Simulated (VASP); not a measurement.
## Al4In: single point with PBE

Crystal: Al4In.

```xyz
5
Lattice="-3.1348 3.1348 3.1348 3.1348 -3.1348 3.1348 3.1348 3.1348 -3.1348" Properties=species:S:1:pos:R:3 pbc="T T T"
Al    1.5674    1.5674    1.5674
Al   -1.5674    1.5674    1.5674
Al    1.5674    1.5674   -1.5674
Al    1.5674   -1.5674    1.5674
In    0.0000    0.0000    0.0000
```

```
Program                : VASP 6.6.1
Task                   : single point
Functional             : PBE
Potentials or basis    : VASP PAW PBE potentials, release 64 (Al, In_d)
Cutoff                 : 520 eV
k mesh                 : 8 × 8 × 8
Occupations            : gaussian, width 0.1 eV
Spin                   : no spin polarisation
Dipole correction      : no
Further INCAR settings : ALGO = Normal; EDIFF = 1e-06; NBANDS = 20
```

The pressure is 0.0 GPa.

Levels at points of the mesh, in eV from the Fermi level:
```tsv
k point	band 10	band 11	band 12	band 13	band 14	band 15
(0.00, 0.00, 0.00)	-2.01	-2.01	-2.01	-1.74	-0.60	-0.60
(0.50, 0.00, 0.00)	-2.94	-2.81	0.09	0.89	1.08	1.49
(0.50, 0.50, 0.50)	-2.88	-2.88	1.33	1.33	1.33	1.50
```

Run time: 99 s on 1 thread of AMD EPYC 7R13, on a shared host, peak memory 0.24 GiB.

Caveat: spin-orbit coupling is left out, which moves the levels of the heavy elements.
